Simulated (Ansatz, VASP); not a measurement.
**One calculation of Pb, two programs**

```xyz
1
Lattice="0.0000 2.5076 2.5076 2.5076 0.0000 2.5076 2.5076 2.5076 0.0000" Properties=species:S:1:pos:R:3 pbc="T T T"
Pb    0.0000    0.0000    0.0000
```

Alike in both runs: task single point; functional PBE exchange alone; k mesh 9 × 9 × 9; occupations fermi-dirac, width 0.05 eV; no spin polarisation.

|  | VASP | Ansatz |
| --- | --- | --- |
| version | VASP 6.6.1 | Ansatz 0.2.0 |
| potentials or method | VASP PAW PBE potentials, release 64 (Pb_d) | Ansatz PAW |
| plane-wave cutoff (eV) | 520 | 420 |
| valence electrons in the cell | 14 | 14 |

Ansatz gave:

```
gap on the k mesh at the Fermi level (eV) : none
pressure (GPa)                            : 9.1
```

Question: What did VASP give for the same quantities?

Answer: gap on the k mesh at the Fermi level (eV): none; pressure (GPa): 9.0.

VASP's potentials were made for PBE, not for PBE exchange alone. A gap of «none» marks a metal or a gap that the smearing closes.

Spin-orbit coupling is off throughout.
